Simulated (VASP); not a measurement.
Mg3ZnS4, 8 atoms in the cell. The structure is tetragonal, space group I4/mmm (No. 139). Conventional cell: a = 5.206 Å, b = 5.206 Å, c = 10.385 Å, α = 90.00°, β = 90.00°, γ = 90.00°. Within 3.4 Å of Mg (site symmetry -4m2) lie 6 S at 2.60 Å. Mg (site symmetry 4/mmm) has 6 S at 2.60 to 2.64 Å within 3.4 Å. Zn (site symmetry 4/mmm) has 6 S at 2.55 to 2.60 Å within 3.4 Å. Within 3.4 Å of S (site symmetry mmm) lie 4 Mg at 2.60 Å and 2 Zn at 2.60 Å. Within 3.4 Å of S (site symmetry 4mm) lie 1 Zn at 2.55 Å and 5 Mg at 2.60 to 2.64 Å. 

| Property | Result |
| --- | --- |
| Program | VASP 6.6.1 |
| Task | density of states |
| Functional | PBE |
| Potentials or basis | VASP PAW PBE potentials, release 64 (Mg, Zn, S) |
| Cutoff | 520 eV |
| k mesh | 8 × 8 × 8 |
| Occupations | gaussian, width 0.02 eV |
| Spin | no spin polarisation |
| Dipole correction | no |
| k mesh for the DOS | 12 × 12 × 12 |
| Occupations for the DOS | tetrahedron |
| Further INCAR settings | ALGO = Normal; EDIFF = 1e-06; NBANDS = 31 |

Potentials or basis: VASP PAW PBE potentials, release 64 (Mg, Zn, S).

The run is started by

```bash
$ cat potpaw_PBE.64/Mg/POTCAR potpaw_PBE.64/Zn/POTCAR potpaw_PBE.64/S/POTCAR > POTCAR
$ cp INCAR.step1 INCAR
$ cp KPOINTS.step1 KPOINTS
$ mpirun -np 1 vasp_std > vasp.out
$ cp INCAR.step2 INCAR
$ cp KPOINTS.step2 KPOINTS
$ mpirun -np 1 vasp_std > vasp.out
```

Hardware: 1 thread of Intel(R) Xeon(R) 6975P-C (Granite Rapids) (shared host).

Task: How long does it take, and how much memory?

Result: Run time: 5.7 min on 1 thread of Intel(R) Xeon(R) 6975P-C (Granite Rapids), on a shared host, peak memory 0.77 GiB. Counts: k points 163.
